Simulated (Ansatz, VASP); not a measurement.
## One calculation of Si2Te4S, two programs

File INCAR:

```
ALGO     = Normal         # electronic algorithm
EDIFF    = 1E-6           # SCF threshold, eV
ENCUT    = 520            # plane-wave cutoff, eV
GGA      = PE             # functional
ISIF     = 2              # what is computed and relaxed
ISMEAR   = 0              # smearing method
LASPH    = True           # aspherical terms in the spheres
LCHARG   = True           # write CHGCAR
LELF     = True           # ELF
LREAL    = False          # projectors in reciprocal space
LVHAR    = True         
LWAVE    = False          # write WAVECAR
NBANDS   = 28             # bands
NELM     = 100            # most SCF steps
PREC     = Accurate       # precision mode
SIGMA    = 0.2            # smearing width, eV
```

File KPOINTS:

```
k-points
0
Gamma
  6 6 2
```

Contents of POSCAR:

```
Si2Te4S
1.0
    3.8539329866      0.0000000000      0.0000000000
   -1.9269664933      3.3376038709      0.0000000000
    0.0000000000      0.0000000000     14.2967681660
Si Te S
2 4 1
Direct
    0.0000000000      0.0000000000      0.2626496151
    1.0000000000      0.0000000000      0.7373503849
    0.6666666667      0.3333333333      0.3716366640
    0.3333333333      0.6666666667      0.1338548037
    0.6666666667      0.3333333333      0.8661451963
    0.3333333333      0.6666666667      0.6283633360
    0.0000000000      0.0000000000      1.0000000000
```

Input for Ansatz:

```yaml
crystal:
  lattice:
    - [3.8539329866, 0.0, 0.0]
    - [-1.9269664933, 3.3376038709, 0.0]
    - [0.0, 0.0, 14.296768166]
  atoms:
    - { symbol: Si, position: [0.0, 0.0, 0.2626496151] }
    - { symbol: Si, position: [1.0, 0.0, 0.7373503849] }
    - { symbol: Te, position: [0.6666666667, 0.3333333333, 0.371636664] }
    - { symbol: Te, position: [0.3333333333, 0.6666666667, 0.1338548037] }
    - { symbol: Te, position: [0.6666666667, 0.3333333333, 0.8661451963] }
    - { symbol: Te, position: [0.3333333333, 0.6666666667, 0.628363336] }
    - { symbol: S, position: [0.0, 0.0, 1.0] }
basis:
  ecutwfc: 420
kpoints:
  mp_grid: { grid: [6, 6, 2] }
hamiltonian:
  xc: pbe
scf:
  occupations: { method: gaussian, width: 0.2 }
  lower_state_search: "off"
output:
  forces: true
  stress: true
  eigenvalues: true
```

Alike in both runs: task single point; functional PBE; k mesh 6 × 6 × 2; occupations gaussian, width 0.2 eV; no spin polarisation.

```csv
,VASP,Ansatz
version,VASP 6.6.1,Ansatz 0.2.0
potentials or method,"VASP PAW PBE potentials, release 64 (Si, Te, S), cutoff 520 eV","scalar-relativistic, plane waves, PAW"
valence electrons in the cell,38,78
```

|  | VASP | Ansatz | Ansatz less VASP |
| --- | --- | --- | --- |
| gap on the k mesh at the Fermi level (eV) | none | none | - |
| pressure (GPa) | 0.0 | 0.0 | +0.01 |
| traceless stress, the component that is largest in VASP (GPa) | 0.09 | 0.07 | -0.018 |
| rms of the force components (eV/Å) | 0.020 | 0.018 | -0.0012 |

Atom by atom the forces differ by 0.007 eV/Å (rms over components). A gap of «none» marks a metal or a gap that the smearing closes. VASP's potentials hold 38 valence electrons a cell and Ansatz's 78, so a difference there can come from the potentials and not from the codes.

Neither program's run includes spin-orbit coupling.
